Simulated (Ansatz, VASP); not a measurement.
AlRu in VASP and in Ansatz

Contents of INCAR:

```
PREC     = Accurate       # precision mode
ENCUT    = 520            # plane-wave cutoff, eV
EDIFF    = 1E-7           # SCF threshold, eV
ISMEAR   = 0              # smearing method
SIGMA    = 0.1            # smearing width, eV
LREAL    = F              # projectors in reciprocal space
LASPH    = T              # aspherical terms in the spheres
NELM     = 150            # most SCF steps
ALGO     = Normal         # electronic algorithm
ISIF     = 2              # what is computed and relaxed
LWAVE    = F              # write WAVECAR
LCHARG   = T              # write CHGCAR
ISPIN    = 2              # spin polarisation
MAGMOM   = 0 1            # initial moments
LORBIT   = 11             # projections on sites
LMAXMIX  = 4              # l up to which the mixer works
GGA      = PE             # functional
LELF     = T              # ELF
LVHAR    = T            
NBANDS   = 20             # bands
```

KPOINTS

```
regular mesh
0
Gamma
  6 6 6
```

File POSCAR:

```
AlRu
1.0
    0.0000000000      2.4924671674      2.4924671674
    2.4924671674      0.0000000000      2.4924671674
    2.4924671674      2.4924671674      0.0000000000
Al Ru
1 1
Direct
    0.5000000000      0.5000000000      0.5000000000
    0.0000000000      0.0000000000      0.0000000000
```

Input for Ansatz:

```yaml
crystal:
  lattice:
    - [0.0, 2.4924671674, 2.4924671674]
    - [2.4924671674, 0.0, 2.4924671674]
    - [2.4924671674, 2.4924671674, 0.0]
  atoms:
    - { symbol: Al, position: [0.5, 0.5, 0.5] }
    - { symbol: Ru, position: [0.0, 0.0, 0.0], spin: 1.0 }
basis:
  ecutwfc: 420
kpoints:
  mp_grid: { grid: [6, 6, 6] }
hamiltonian:
  xc: pbe
scf:
  occupations: { method: gaussian, width: 0.1 }
  lower_state_search: "off"
output:
  forces: true
  stress: true
  eigenvalues: true
  populations: true
magnetization:
  spin_polarized: true
```

Alike in both runs: task single point; functional PBE; k mesh 6 × 6 × 6; occupations gaussian, width 0.1 eV; collinear spin.

|  | VASP | Ansatz |
| --- | --- | --- |
| version | VASP 6.6.1 | Ansatz 0.2.0 |
| potentials or method | VASP PAW PBE potentials, release 64 (Al, Ru_pv), cutoff 520 eV | scalar-relativistic, plane waves, PAW |
| valence electrons in the cell | 17 | 19 |

|  | VASP | Ansatz | Ansatz less VASP |
| --- | --- | --- | --- |
| gap on the k mesh at the Fermi level (eV) | none | none | - |
| pressure (GPa) | 0.6 | 0.5 | -0.04 |
| net moment per atom (μB) | 0.27 | 0.27 | 0.000 |
| size of the moment on the site where the two differ most (μB) | 0.54 | 0.49 | -0.050 |

Site moments also hang on the region over which each program counts them. A gap of «none» marks a metal or a gap that the smearing closes. VASP's potentials hold 17 valence electrons a cell and Ansatz's 19, so a difference there can come from the potentials and not from the codes.

The k mesh is coarse, so the values compare programs but aren't converged.
